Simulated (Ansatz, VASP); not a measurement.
Ir: VASP beside Ansatz

The input INCAR:

```
SYSTEM = Ir
PREC = Accurate
ENCUT = 520
EDIFF = 1E-8
ISMEAR = -1
SIGMA = 0.05
LREAL = .FALSE.
LASPH = .TRUE.
NELM = 100
ALGO = Normal
ISIF = 2
LWAVE = .FALSE.
LCHARG = .FALSE.
GGA = PS
LEFG = .TRUE.
NBANDS = 10
```

File KPOINTS:

```
Automatic mesh
0
G
  15 15 15
  0 0 0
```

Contents of POSCAR:

```
Ir
1.0
    0.0575910000      1.9484955000      1.9484955000
    1.9484955000      0.0575910000      1.9484955000
    1.9484955000      1.9484955000      0.0575910000
Ir
1
Direct
    0.0000000000      0.0000000000      0.0000000000
```

Input for Ansatz:

```yaml
crystal:
  lattice:
    - [0.057591, 1.9484955, 1.9484955]
    - [1.9484955, 0.057591, 1.9484955]
    - [1.9484955, 1.9484955, 0.057591]
  atoms:
    - { symbol: Ir, position: [0.0, 0.0, 0.0] }
kpoints:
  mp_grid: { grid: [15, 15, 15] }
scf:
  occupations: { method: fermi_dirac, width: 0.05 }
hamiltonian:
  xc: pbesol
  pseudopotentials: { kind: all_electron, datasets: crystal }
output:
  forces: true
  stress: true
  eigenvalues: true
  efg: { contact_densities: true }
```

Change from the starting cell: equal xy, yz and zx shear strains of +3 %, crystal datasets.

Alike in both runs: task electric field gradients; functional PBEsol; k mesh 15 × 15 × 15; occupations fermi-dirac, width 0.05 eV; no spin polarisation.

|  | VASP | Ansatz |
| --- | --- | --- |
| version | VASP 6.6.1 | Ansatz 0.2.0 |
| potentials or method | VASP PAW PBE potentials, release 64 (Ir), cutoff 520 eV | all-electron PAW with datasets made for the crystal, scalar-relativistic |

VASP gave:

| Property | Result |
| --- | --- |
| pressure (GPa) | -0.5 |
| traceless stress, the component that is largest in VASP (GPa) | -8.48 |
| size of Vzz on the site where it differs most (V/Å²) | 80.5 |

**Question.** What did Ansatz give for the same quantities?

**Answer.** Pressure (GPa): -1.5; traceless stress, the component that is largest in VASP (GPa): -8.45; size of Vzz on the site where it differs most (V/Å²): 57.5.

VASP's potentials were made for PBE, not for PBEsol. Ansatz ran all-electron here, and VASP with PAW potentials.

Neither program's run includes spin-orbit coupling.
